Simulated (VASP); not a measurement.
Hf: single point with PBEsol

Crystal: Hf.

```
Hf
1.0
     3.19670    0.00000    0.00000
    -1.59835    2.56079    0.00000
     0.00000    0.00000    5.05780
Hf
2
Direct
  0.33333 0.66667 0.25000
  0.66667 0.33333 0.75000
```

This cell differs from its parent crystal: strain -0.0750 x Voigt [0, 1, 0, 0, 0, 0].

```json
{"Program": "VASP 6.6.1", "Task": "single point", "Functional": "PBEsol", "Potentials or basis": "VASP PAW PBE potentials, release 64 (Hf_pv)", "Cutoff": "520 eV", "k mesh": "18 × 18 × 10", "Occupations": "gaussian, width 0.15 eV", "Spin": "no spin polarisation", "Dipole correction": "no", "Further INCAR settings": "ALGO = Fast; EDIFF = 1e-07; NBANDS = 17"}
```

- Pressure: 4.8 GPa
- Largest force: 0.197 eV/Å
- Band gap on the k mesh: zero (bands 10 and 11 overlap by 1.17 eV)

Forces in eV/Å, atoms in the order of the input:
```
Hf   0.000 -0.197  0.000
Hf   0.000  0.197  0.000
```

Stress tensor (GPa, compression positive):
```
 1.22  0.00  0.00
 0.00 12.21  0.00
 0.00  0.00  1.04
```

Levels at points of the mesh, in eV from the Fermi level:
```csv
k point,band 7,band 8,band 9,band 10,band 11,band 12,band 13,band 14
"(0.00, 0.00, 0.00)",-7.60,-4.01,0.54,0.68,1.12,1.39,2.16,2.90
"(0.50, 0.00, 0.00)",-3.46,-2.97,-2.52,-0.59,0.62,1.43,1.53,6.33
"(0.00, 0.50, 0.00)",-3.30,-3.05,-2.48,-0.08,0.45,0.89,2.09,6.68
"(0.00, 0.00, 0.50)",-5.59,-5.59,-0.05,-0.05,0.58,0.58,2.02,2.02
"(0.50, 0.00, 0.50)",-3.67,-3.67,-1.23,-1.23,1.40,1.40,3.35,3.35
"(0.00, 0.50, 0.50)",-3.54,-3.54,-1.18,-1.18,1.94,1.94,2.47,2.47
```

Run time: 4.1 min on 1 thread of Intel(R) Xeon(R) Platinum 8488C (Sapphire Rapids), on a shared host, peak memory 0.41 GiB.

Caveat: the cell differs from its parent crystal (strain -0.0750 x Voigt [0, 1, 0, 0, 0, 0]); the stress differs along the axes, from 1 to 12 GPa; the PAW data sets were made with another functional, which shifts forces and pressure a little; spin-orbit coupling is left out, which moves the levels of the heavy elements.
